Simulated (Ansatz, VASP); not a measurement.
# MgO: VASP beside Ansatz

```
CELL_PARAMETERS angstrom
3.47000 0.00000 0.00000
-1.73500 3.00511 0.00000
0.00000 0.00000 5.25810
ATOMIC_POSITIONS crystal
Mg 0.33333 0.66667 0.00632
Mg 0.66667 0.33333 0.50632
O 0.33333 0.66667 0.39828
O 0.66667 0.33333 0.89828
```

Alike in both runs: task single point; functional PBE; k mesh 9 × 9 × 6; occupations gaussian, width 0.05 eV; no spin polarisation.

|  | VASP | Ansatz |
| --- | --- | --- |
| version | VASP 6.6.1 | Ansatz 0.2.0 |
| potentials or method | VASP PAW PBE potentials, release 64 (Mg, O), cutoff 520 eV | scalar-relativistic, plane waves, PAW |
| valence electrons in the cell | 16 | 32 |

Ansatz gave:

```
gap on the k mesh at the Fermi level (eV)                     : 2.79
least direct gap on the mesh (eV)                             : 2.79
pressure (GPa)                                                : -10.7
traceless stress, the component that is largest in VASP (GPa) : 2.36
rms of the force components (eV/Å)                            : 0.019
```

Q: Estimate VASP's values.

A: gap on the k mesh at the Fermi level (eV): 2.77; least direct gap on the mesh (eV): 2.77; pressure (GPa): -11.2; traceless stress, the component that is largest in VASP (GPa): 2.41; rms of the force components (eV/Å): 0.018.

Atom by atom the forces differ by 0.001 eV/Å (rms over components). VASP's potentials hold 16 valence electrons a cell and Ansatz's 32, so a difference there can come from the potentials and not from the codes.
